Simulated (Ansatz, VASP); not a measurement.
# CdF2: VASP beside Ansatz

INCAR

```
PREC = Accurate ; ENCUT = 520
EDIFF = 1E-8 ; ISMEAR = -1
SIGMA = 0.03 ; LREAL = F
LASPH = T ; NELM = 80
ALGO = Normal ; ISIF = 2
LWAVE = F ; LCHARG = F
GGA = CA ; LEFG = T
NBANDS = 20
```

KPOINTS

```
Automatic mesh
0
Gamma
  9 9 9
```

Contents of POSCAR:

```
CdF2
1.0
    0.0000000000      2.5519406310      2.5519406310
    2.5519406310      0.0000000000      2.5519406310
    2.5519406310      2.5519406310      0.0000000000
Cd F
1 2
Direct
    0.0000000000      0.0000000000      0.0000000000
    0.2500000000      0.2500000000      0.2500000000
    0.7500000000      0.7500000000      0.7500000000
```

Input for Ansatz:

```yaml
crystal:
  lattice:
    - [0.0, 2.551940631, 2.551940631]
    - [2.551940631, 0.0, 2.551940631]
    - [2.551940631, 2.551940631, 0.0]
  atoms:
    - { symbol: Cd, position: [0.0, 0.0, 0.0] }
    - { symbol: F, position: [0.25, 0.25, 0.25] }
    - { symbol: F, position: [0.75, 0.75, 0.75] }
kpoints:
  mp_grid: { grid: [9, 9, 9] }
  band_path:
    path:
      - [0.0, 0.0, 0.0]
      - [0.5, 0.0, 0.5]
      - [0.625, 0.25, 0.625]
      - [0.375, 0.375, 0.75]
      - [0.0, 0.0, 0.0]
      - [0.5, 0.5, 0.5]
      - [0.5, 0.25, 0.75]
      - [0.5, 0.0, 0.5]
    npoints: 6
scf:
  occupations: { method: fermi_dirac, width: 0.03 }
hamiltonian:
  xc: lda
  pseudopotentials: { kind: paw }
output:
  forces: true
  stress: true
  eigenvalues: true
  efg: { contact_densities: true }
  populations: true
  write_density: true
  write_potential: true
  elf: true
  volumetric_format: npy
```

Change from the starting cell: volume scaled by 0.85, PAW files.

Alike in both runs: task electric field gradients; functional LDA; k mesh 9 × 9 × 9; occupations fermi-dirac, width 0.03 eV; no spin polarisation.

```csv
,VASP,Ansatz
version,VASP 6.6.1,Ansatz 0.2.0
potentials or method,"VASP PAW LDA potentials, release 64 (Cd, F)","PAW with Ansatz's default frozen-core files, scalar-relativistic"
plane-wave cutoff (eV),520,420
valence electrons in the cell,26,34
```

```tsv
	VASP	Ansatz	Ansatz less VASP
gap on the k mesh at the Fermi level (eV)	3.41	3.43	+0.026
pressure (GPa)	20.9	18.5	-2.38
```

LDA's correlation is that of Perdew and Zunger in VASP and of Perdew and Wang (1992) in Ansatz. VASP's potentials hold 26 valence electrons a cell and Ansatz's 34, so a difference there can come from the potentials and not from the codes.
